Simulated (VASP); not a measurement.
A run of VASP 6.6.1:

Contents of INCAR:

```
SYSTEM = TaN
PREC = Accurate ; ENCUT = 520
EDIFF = 1E-6 ; ISMEAR = -1
SIGMA = 0.05 ; LREAL = .False.
LASPH = .True. ; NELM = 100
ALGO = Normal ; ISIF = 2
LWAVE = .False. ; LCHARG = .False.
NBANDS = 15
```

File KPOINTS:

```
Automatic mesh
0
Gamma
  15 15 15
  0 0 0
```

The input POSCAR:

```
TaN
1.0
    0.0000000000      1.9485174129      1.9485174129
    1.9485174129      0.0000000000      1.9485174129
    1.9485174129      1.9485174129      0.0000000000
Ta N
1 1
Direct
    0.0000000000      0.0000000000      0.0000000000
    0.5000000000      0.5000000000      0.5000000000
```

Potentials or basis: VASP PAW LDA potentials, release 64 (Ta_pv, N).

Command:

```bash
$ cat potpaw_LDA.64/Ta_pv/POTCAR potpaw_LDA.64/N/POTCAR > POTCAR
$ mpirun -np 1 vasp_std > vasp.out
```

Hardware: 1 thread of Intel(R) Xeon(R) Platinum 8488C (Sapphire Rapids), with other jobs on the host.

How long does it take, and how much memory?

Run time: 12 s on 1 thread of Intel(R) Xeon(R) Platinum 8488C (Sapphire Rapids) (shared host), peak memory 0.14 GiB. Counts: scf iterations 12, k points 120.
